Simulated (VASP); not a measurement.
Here is a VASP 6.6.1 calculation.

INCAR

```
SYSTEM = MgO
PREC = Accurate ; ENCUT = 520
EDIFF = 1E-7 ; ISMEAR = -1
SIGMA = 0.05 ; LREAL = .FALSE.
LASPH = .TRUE. ; NELM = 60
ALGO = Normal ; ISIF = 2
LWAVE = .FALSE. ; LCHARG = .FALSE.
GGA = PE ; NBANDS = 11
```

KPOINTS

```
Automatic mesh
0
G
  15 15 15
  0 0 0
```

File POSCAR:

```
MgO
1.0
    0.0000000000      2.1672817975      2.1672817975
    2.1672817975      0.0000000000      2.1672817975
    2.1672817975      2.1672817975      0.0000000000
Mg O
1 1
Direct
    0.0000000000      0.0000000000      0.0000000000
    0.2500000000      0.2500000000      0.2500000000
```

Potentials or basis: VASP PAW PBE potentials, release 64 (Mg, O).

The run is started by

```console
$ cat potpaw_PBE.64/Mg/POTCAR potpaw_PBE.64/O/POTCAR > POTCAR
$ mpirun -np 1 vasp_std > vasp.out
```

(1) Estimate the pressure.

(2) Estimate the band gap on the k mesh.

## Answers

(1) 31.0 GPa.

(2) 4.59 eV, indirect (the least direct gap lies 3.5 meV higher).
